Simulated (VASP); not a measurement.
# BN (I-4m2) in VASP: notebook

The runs below take BN through single point, with PBEsol.

All numbers are computed with VASP 6.6.1; they aren't measurements. Logs are shortened: lines on timing, memory, paths and dates and some standing lists are left out, and cuts for length are marked.

## 1. The cell of the first run

Symmetry: I-4m2, No. 119, tetragonal system. Conventional cell: a = 2.556 Å, b = 2.556 Å, c = 3.507 Å, α = 90.00°, β = 90.00°, γ = 90.00°. Within 2.1 Å of B (site symmetry -4m2) lie 4 N at 1.55 Å. N (site symmetry -4m2) has 4 B at 1.55 Å within 2.1 Å.

## 2. Single point, PBEsol (zz strain of -3 %)

INCAR

```
PREC = Accurate ; ENCUT = 520
EDIFF = 1E-6 ; ISMEAR = -1
SIGMA = 0.03 ; LREAL = F
LASPH = T ; NELM = 60
ALGO = Normal ; ISIF = 2
LWAVE = F ; LCHARG = F
GGA = PS ; NBANDS = 11
```

KPOINTS

```
Automatic mesh
0
Gamma
  13 13 13
```

POSCAR

```
BN
1.0
    0.0000000000      1.8075000000      1.7532750000
    1.8075000000      0.0000000000      1.7532750000
    1.8075000000      1.8075000000      0.0000000000
B N
1 1
Direct
    0.0000000000      0.0000000000      0.0000000000
    0.7500000000      0.7500000000      0.7500000000
```

Potentials or basis: VASP PAW PBE potentials, release 64 (B, N).

Command:

```bash
$ cat potpaw_PBE.64/B/POTCAR potpaw_PBE.64/N/POTCAR > POTCAR
$ mpirun -np 1 vasp_std > vasp.out
```

OUTCAR:

```text
PREC = Accurate
   ENCUT = 520
   EDIFF = 1E-6
   ISMEAR = -1
   LREAL = F
   LASPH = T
   NELM = 60
   ISIF = 2
   GGA = PS

 ion  position               nearest neighbor table
   1  0.000  0.000  0.000-   2 1.55   2 1.55   2 1.55   2 1.55
   2  0.750  0.750  0.750-   1 1.55   1 1.55   1 1.55   1 1.55

  LATTYP: Found a body centered tetragonal cell.
 ALAT       =     2.5561910140
 C/A-ratio  =     1.3717871555

  Lattice vectors:

 A1 = (   0.0000000000,  -1.8075000000,  -1.7532750000)
 A2 = (   0.0000000000,   1.8075000000,  -1.7532750000)
 A3 = (   1.8075000000,   0.0000000000,   1.7532750000)

Analysis of symmetry for initial positions (statically):
=====================================================================
 Subroutine PRICEL returns:
 Original cell was already a primitive cell.

 Routine SETGRP: Setting up the symmetry group for a
 body centered tetragonal supercell.

 Subroutine GETGRP returns: Found  8 space group operations
 (whereof  8 operations were pure point group operations)
 out of a pool of 16 trial point group operations.

The static configuration has the point symmetry D_2d.

Analysis of symmetry for dynamics (positions and initial velocities):
=====================================================================
 Subroutine PRICEL returns:
 Original cell was already a primitive cell.

 Routine SETGRP: Setting up the symmetry group for a
 body centered tetragonal supercell.

 Subroutine GETGRP returns: Found  8 space group operations
 (whereof  8 operations were pure point group operations)
 out of a pool of 16 trial point group operations.

The dynamic configuration has the point symmetry D_2d.

 Subroutine INISYM returns: Found  8 space group operations
 (whereof  8 operations are pure point group operations),
 and found     1 'primitive' translations

----------------------------------------------------------------------------------------

                                     Primitive cell

  volume of cell :      11.4561

  direct lattice vectors                    reciprocal lattice vectors
     0.000000000  1.807500000  1.753275000    -0.276625173  0.276625173  0.285180591
     1.807500000  0.000000000  1.753275000     0.276625173 -0.276625173  0.285180591
     1.807500000  1.807500000  0.000000000     0.276625173  0.276625173 -0.285180591

  length of vectors
     2.518140083  2.518140083  2.556191014     0.484118727  0.484118727  0.484118727

  position of ions in fractional coordinates (direct lattice)
     0.000000000  0.000000000  0.000000000
     0.750000000  0.750000000  0.750000000

  ion indices of the primitive-cell ions
   primitive index   ion index
                 1           1
                 2           2

----------------------------------------------------------------------------------------

 KPOINTS: Automatic mesh

Automatic generation of k-mesh.
 Grid dimensions read from file:
 generate k-points for:   13   13   13

 Generating k-lattice:

  Cartesian coordinates                     Fractional coordinates (reciprocal lattice)
    -0.021278859  0.021278859  0.021936969     0.076923077  0.000000000  0.000000000
     0.021278859 -0.021278859  0.021936969     0.000000000  0.076923077  0.000000000
     0.021278859  0.021278859 -0.021936969    -0.000000000 -0.000000000  0.076923077

  Length of vectors
     0.037239902  0.037239902  0.037239902

  Shift w.r.t. Gamma in fractional coordinates (k-lattice)
     0.000000000  0.000000000  0.000000000

 Subroutine IBZKPT returns following result:
 ===========================================

 Found    196 irreducible k-points:

 Following reciprocal coordinates:
            Coordinates               Weight
  0.000000  0.000000  0.000000      1.000000
  0.076923  0.000000  0.000000      8.000000
  0.153846  0.000000  0.000000      8.000000
  0.230769  0.000000  0.000000      8.000000
  0.307692  0.000000  0.000000      8.000000
  0.384615  0.000000  0.000000      8.000000
[... 16 lines left out ...]
  0.384615  0.153846  0.000000      8.000000
  0.461538  0.153846  0.000000      8.000000
 [... further k-points ...]
   k-points           NKPTS =    196   k-points in BZ     NKDIM =    196   number of bands    NBANDS=     11
   number of dos      NEDOS =    301   number of ions     NIONS =      2
   total plane-waves  NPLWV =   8000
   dimension x,y,z NGX =    20 NGY =   20 NGZ =   20
   dimension x,y,z NGXF=    40 NGYF=   40 NGZF=   40
   ions per type =               1   1
   NGX,Y,Z   is equivalent  to a cutoff of  13.20, 13.20, 13.01 a.u.
   NGXF,Y,Z  is equivalent  to a cutoff of  26.41, 26.41, 26.01 a.u.
 SYSTEM =  unknown system
   PREC   = accura    normal or accurate (medium, high low for compatibility)
   ISTART =      0    job   : 0-new  1-cont  2-samecut
   ICHARG =      2    charge: 1-file 2-atom 10-const
   ISPIN  =      1    spin polarized calculation?
   LNONCOLLINEAR =      F non collinear calculations
   LSORBIT =      F    spin-orbit coupling
   LASPH  =      T    aspherical Exc in radial PAW
   ENCUT  =  520.0 eV  38.22 Ry    6.18 a.u.   4.68  4.68  4.75*2*pi/ulx,y,z
   NELM   =     60;   NELMIN=  2; NELMDL= -5     # of ELM steps
   EDIFF  = 0.1E-05   stopping-criterion for ELM
   LREAL  =      F    real-space projection
[... 7 lines left out ...]
   TEBEG  =    0.0;   TEEND  =   0.0 temperature during run
   PSTRESS=    0.0 pullay stress
   NELECT =       8.0000    total number of electrons
   NUPDOWN=      -1.0000    fix difference up-down
   EMIN   =  10.00;   EMAX   =-10.00  energy-range for DOS
   EFERMI =   0.00;   METHOD = LEGACY
   ISMEAR =    -1;   SIGMA  =   0.03  broadening in eV -4-tet -1-fermi 0-gaus
   EFERMI_NEDOS =   21; number of points for ismear=-14 and -15
   IALGO  =     38    algorithm
   IMIX   =      4    mixing-type and parameters
     AMIX     =   0.40;   BMIX     =  1.00
     AMIX_MAG =   1.60;   BMIX_MAG =  1.00
  volume/ion in A,a.u.               =       5.73        38.65
  Fermi-wavevector in a.u.,A,eV,Ry     =   1.452421  2.744678 28.701866  2.109528
  Thomas-Fermi vector in A             =   2.569805
   LORBIT       =      0    0 simple, 1 ext, 2 COOP (PROOUT), +10 PAW based schemes
   GGA     = PS    functional components
   LHFCALC =     F    Hartree Fock is set to
   AEXX    =    0.0000 exact exchange contribution
   IVDW    =     0    specifies the selected vdW correction
   LEPSILON=     F    determine dielectric tensor
   LRPA    =     F    only Hartree local field effects (RPA)
 non-spin polarized calculation
  energy-cutoff  :      520.00
  volume of cell :       11.46
 maximum number of plane-waves:       323
   NGX =  9   NGY =  9   NGZ =  9

 number of electron       7.9999998 magnetization

 Free energy of the ion-electron system (eV)
  ---------------------------------------------------
  ext. energy  EPLUGINS =         0.00000000
  ---------------------------------------------------
  free energy    TOTEN  =       -18.32456320 eV

  energy without entropy =      -18.32456320  energy(sigma->0) =      -18.32456320

 E-fermi :   8.4796     XC(G=0): -13.1665

 val. band max:        7.9388859465   @ k =   0.0000   0.0000   0.0000
 cond. band min:      11.7852896043   @ k =   0.4615   0.4615   0.0000
 fundamental gap:      3.8464036579
 Fermi energy:         8.4796457875

 k-point     1 :       0.0000    0.0000    0.0000
  band No.  band energies     occupation
      1     -12.8599      2.00000
      2       7.6472      2.00000
      3       7.6472      2.00000
      4       7.9389      2.00000
      5      16.5151      0.00000
      6      16.7292      0.00000
      7      16.7292      0.00000
      8      18.5032      0.00000
      9      32.8359      0.00000
     10      35.0127      0.00000
     11      35.6988      0.00000

 k-point     2 :       0.0769    0.0000    0.0000
  band No.  band energies     occupation
      1     -12.7113      2.00000
      2       6.9164      2.00000
      3       7.4749      2.00000
      4       7.7106      2.00000
      5      16.6996      0.00000
      6      16.9690      0.00000
      7      17.0047      0.00000
      8      18.9761      0.00000
      9      32.5385      0.00000
     10      33.0390      0.00000
     11      34.0108      0.00000

 k-point     3 :       0.1538    0.0000    0.0000
  band No.  band energies     occupation
      1     -12.2700      2.00000
      2       5.0188      2.00000
      3       7.0447      2.00000
      4       7.3174      2.00000
      5      17.0694      0.00000
      6      17.5313      0.00000
      7      17.5885      0.00000
      8      20.1374      0.00000
      9      31.5871      0.00000
     10      31.7536      0.00000
     11      32.6072      0.00000

 k-point     4 :       0.2308    0.0000    0.0000
  band No.  band energies     occupation
      1     -11.5512      2.00000
      2       2.7043      2.00000
      3       6.5258      2.00000
      4       6.8607      2.00000
      5      17.4008      0.00000
      6      18.0784      0.00000
      7      18.2470      0.00000
      8      21.3677      0.00000
      9      31.1263      0.00000
     10      31.1583      0.00000
     11      31.9719      0.00000
[... 239 lines left out ...]
 k-point    22 :       0.3077    0.1538    0.0000
  band No.  band energies     occupation
      1     -10.6929      2.00000
      2       2.0045      2.00000
      3       4.8922      2.00000
      4       5.7218      2.00000
      5      15.7250      0.00000
      6      20.1502      0.00000
      7      20.3677      0.00000
      8      20.6318      0.00000
      9      27.6288      0.00000
     10      34.8055      0.00000
     11      35.4699      0.00000

 k-point    23 :       0.3846    0.1538    0.0000
  band No.  band energies     occupation
      1      -9.6883      2.00000
      2      -0.1110      2.00000
      3       4.6149      2.00000
      4       5.1991      2.00000
      5      16.0952      0.00000
      6      20.4323      0.00000
      7      20.4864      0.00000
      8      21.2623      0.00000
      9      28.3757      0.00000
     10      34.6091      0.00000
     11      35.9884      0.00000

 k-point    24 :       0.4615    0.1538    0.0000
  band No.  band energies     occupation
      1      -8.6467      2.00000
      2      -1.8853      2.00000
      3       4.5634      2.00000
      4       4.6578      2.00000
      5      16.3737      0.00000
      6      20.3020      0.00000
      7      20.4240      0.00000
      8      22.4515      0.00000
      9      28.8373      0.00000
     10      34.7005      0.00000
     11      36.1247      0.00000

 [... further k-points ...]

------------------------ aborting loop because EDIFF is reached ----------------------------------------

  FORCE on cell =-STRESS in cart. coord.  units (eV):
  Direction    XX          YY          ZZ          XY          YZ          ZX
  --------------------------------------------------------------------------------------
  -------------------------------------------------------------------------------------
  Total        0.2701273      0.2701273      1.5668452      0.0000000      0.0000000     -0.0000000
  in kB       37.7783027     37.7783027    219.1290891      0.0000000      0.0000000     -0.0000000
  external PRESSURE =      98.2285648 kB  Pullay stress =       0.0000000 kB

 VOLUME and BASIS-vectors are now :
 -----------------------------------------------------------------------------
  energy-cutoff  :      520.00
  volume of cell :       11.46
      direct lattice vectors                 reciprocal lattice vectors
     0.000000000  1.807500000  1.753275000    -0.276625173  0.276625173  0.285180591
     1.807500000  0.000000000  1.753275000     0.276625173 -0.276625173  0.285180591
     1.807500000  1.807500000  0.000000000     0.276625173  0.276625173 -0.285180591

 POSITION                                       TOTAL-FORCE (eV/Angst)
 -----------------------------------------------------------------------------------
      0.00000      0.00000      0.00000         0.000000      0.000000     -0.000000
      2.71125      2.71125      2.62991        -0.000000     -0.000000      0.000000
 -----------------------------------------------------------------------------------
    total drift:                               -0.000001     -0.000001      0.000002

  FREE ENERGIE OF THE ION-ELECTRON SYSTEM (eV)
  ---------------------------------------------------
  free  energy   TOTEN  =       -18.3245632022 eV

  energy  without entropy=      -18.3245632022  energy(sigma->0) =      -18.32456320
```

Run time: 16 s. Hardware: 1 thread of Intel Xeon 6975P-C (Granite Rapids), shared host; peak memory 0.13 GiB.

Results:

| Property | Result |
| --- | --- |
| Free energy | -18.3246 eV |
| Pressure | 9.8 GPa |
| Band gap on the k mesh | 3.85 eV, indirect (least direct gap 8.58 eV) |

Stress tensor (GPa, compression positive):
```
 3.78  0.00  0.00
 0.00  3.78  0.00
 0.00  0.00 21.91
```

Levels at points of the mesh, in eV from the valence-band top:
```csv
k point,band 1,band 2,band 3,band 4,band 5,band 6,band 7,band 8
"(0.00, 0.00, 0.00)",-20.80,-0.29,-0.29,0.00,8.58,8.79,8.79,10.56
```

Caveat: the cell differs from its parent crystal (zz strain of -3 %); the PAW data sets were made with another functional, which shifts forces and pressure a little. A k mesh can miss the band edges.

## 3. Single point, PBEsol (zz strain of -1 %)

INCAR

```
SYSTEM = BN
PREC = Accurate
ENCUT = 520
EDIFF = 1E-7
ISMEAR = -1
SIGMA = 0.03
LREAL = .False.
LASPH = .True.
NELM = 80
ALGO = Normal
ISIF = 2
LWAVE = .False.
LCHARG = .False.
GGA = PS
NBANDS = 11
```

KPOINTS

```
regular mesh
0
Gamma
  13 13 13
  0 0 0
```

POSCAR

```
BN
1.0
    0.0000000000      1.8075000000      1.7894250000
    1.8075000000      0.0000000000      1.7894250000
    1.8075000000      1.8075000000      0.0000000000
B N
1 1
Direct
    0.0000000000      0.0000000000      0.0000000000
    0.7500000000      0.7500000000      0.7500000000
```

Potentials or basis: VASP PAW PBE potentials, release 64 (B, N).

Command:

```bash
$ cat potpaw_PBE.64/B/POTCAR potpaw_PBE.64/N/POTCAR > POTCAR
$ mpirun -np 1 vasp_std > vasp.out
```

Run time: 27 s. Hardware: 1 thread of AMD EPYC 7R43 (Zen 3), shared host; peak memory 0.1 GiB.

Results (log left out):

- Free energy: -18.3451 eV
- Pressure: 1.5 GPa
- Band gap on the k mesh: 4.18 eV, indirect (least direct gap 8.70 eV)

Stress tensor (GPa, compression positive):
```
-0.50  0.00  0.00
 0.00 -0.50  0.00
 0.00  0.00  5.56
```

Levels at points of the mesh, in eV from the valence-band top:
```tsv
k point	band 2	band 3	band 4	band 5	band 6	band 7
(0.00, 0.00, 0.00)	-0.10	-0.10	0.00	8.70	8.77	8.77
```

Caveat: the cell differs from its parent crystal (zz strain of -1 %); the PAW data sets were made with another functional, which shifts forces and pressure a little. A k mesh can miss the band edges.

## 4. Single point, PBEsol (zz strain of -2 %)

INCAR

```
SYSTEM = BN
PREC     = Accurate       ! precision mode
ENCUT    = 520            ! plane-wave cutoff, eV
EDIFF    = 1E-6           ! SCF threshold, eV
ISMEAR   = -1             ! smearing method
SIGMA    = 0.03           ! smearing width, eV
LREAL    = .False.        ! projectors in reciprocal space
LASPH    = .True.         ! aspherical terms in the spheres
NELM     = 80             ! most SCF steps
ALGO     = Normal         ! electronic algorithm
ISIF     = 2              ! what is computed and relaxed
LWAVE    = .False.        ! write WAVECAR
LCHARG   = .False.        ! write CHGCAR
GGA      = PS             ! functional
NBANDS   = 11             ! bands
```

KPOINTS is that of step 3.

POSCAR

```
BN
1.0
    0.0000000000      1.8075000000      1.7713500000
    1.8075000000      0.0000000000      1.7713500000
    1.8075000000      1.8075000000      0.0000000000
B N
1 1
Direct
    0.0000000000      0.0000000000      0.0000000000
    0.7500000000      0.7500000000      0.7500000000
```

Command:

```bash
$ cat potpaw_PBE.64/B/POTCAR potpaw_PBE.64/N/POTCAR > POTCAR
$ mpirun -np 1 vasp_std > vasp.out
```

Wall time 23 s (1 thread of AMD EPYC 7R43 (Zen 3), shared host); peak memory 0.1 GiB.

Results (log left out):

* Free energy: -18.3379 eV
* Pressure: 5.6 GPa
* Band gap on the k mesh: 4.02 eV, indirect (least direct gap 8.64 eV)

Stress tensor (GPa, compression positive):
```
 1.55  0.00  0.00
 0.00  1.55  0.00
 0.00  0.00 13.65
```

Levels at points of the mesh, in eV from the valence-band top:
```tsv
k point	band 1	band 2	band 3	band 4	band 5	band 6	band 7	band 8	band 9
(0.00, 0.00, 0.00)	-20.62	-0.20	-0.20	0.00	8.64	8.78	8.78	10.46	24.76
```

Caveat: the cell differs from its parent crystal (zz strain of -2 %); the PAW data sets were made with another functional, which shifts forces and pressure a little. A k mesh can miss the band edges.

## 5. Single point, PBEsol (zz strain of +2 %)

INCAR

```
PREC     = Accurate       # precision mode
ENCUT    = 520            # plane-wave cutoff, eV
EDIFF    = 1E-6           # SCF threshold, eV
ISMEAR   = -1             # smearing method
SIGMA    = 0.03           # smearing width, eV
LREAL    = False          # projectors in reciprocal space
LASPH    = True           # aspherical terms in the spheres
NELM     = 80             # most SCF steps
ALGO     = Normal         # electronic algorithm
ISIF     = 2              # what is computed and relaxed
LWAVE    = False          # write WAVECAR
LCHARG   = False          # write CHGCAR
GGA      = PS             # functional
NBANDS   = 11             # bands
```

KPOINTS

```
regular mesh
0
Gamma
  13 13 13
```

POSCAR

```
BN
1.0
    0.0000000000      1.8075000000      1.8436500000
    1.8075000000      0.0000000000      1.8436500000
    1.8075000000      1.8075000000      0.0000000000
B N
1 1
Direct
    0.0000000000      0.0000000000      0.0000000000
    0.7500000000      0.7500000000      0.7500000000
```

Command:

```bash
$ cat potpaw_PBE.64/B/POTCAR potpaw_PBE.64/N/POTCAR > POTCAR
$ mpirun -np 1 vasp_std > vasp.out
```

It took 24 s on 1 thread of AMD EPYC 7R43 (Zen 3), shared host; peak memory 0.1 GiB.

Results (log left out):

| Quantity | Value |
| --- | --- |
| Free energy | -18.3321 eV |
| Pressure | -9.6 GPa |
| Band gap on the k mesh | 4.16 eV, indirect (least direct gap 8.56 eV) |

Stress tensor (GPa, compression positive):
```
 -5.54   0.00   0.00
  0.00  -5.54   0.00
  0.00   0.00 -17.65
```

Levels at points of the mesh, in eV from the valence-band top:
```tsv
k point	band 1	band 2	band 3	band 4	band 5	band 6	band 7	band 8
(0.00, 0.00, 0.00)	-20.10	-0.20	0.00	0.00	8.56	8.56	8.70	9.88
```

Caveat: the cell differs from its parent crystal (zz strain of +2 %); the PAW data sets were made with another functional, which shifts forces and pressure a little.

## 6. Overview

| cell | gap on the mesh (eV) | pressure (GPa) |
| --- | --- | --- |
| a = 2.518, b = 2.518, c = 2.556 Å, angles 59.5, 59.5, 61.0°, 2 atoms | 3.85 | 9.8 |
| a = 2.543, b = 2.543, c = 2.556 Å, angles 59.8, 59.8, 60.3°, 2 atoms | 4.18 | 1.5 |
| a = 2.531, b = 2.531, c = 2.556 Å, angles 59.7, 59.7, 60.7°, 2 atoms | 4.02 | 5.6 |
| a = 2.582, b = 2.582, c = 2.556 Å, angles 60.3, 60.3, 59.3°, 2 atoms | 4.16 | -9.6 |

Alike in all rows: task single point; level PBEsol; potentials or basis VASP PAW PBE potentials, release 64 (B, N); no spin polarisation; k mesh 13 × 13 × 13; cutoff (eV) 520; smearing fermi-dirac 0.03 eV.

Caveats: the PAW data sets were made with another functional, which shifts forces and pressure a little.

Absolute energies hang on the potentials; compare differences alone.
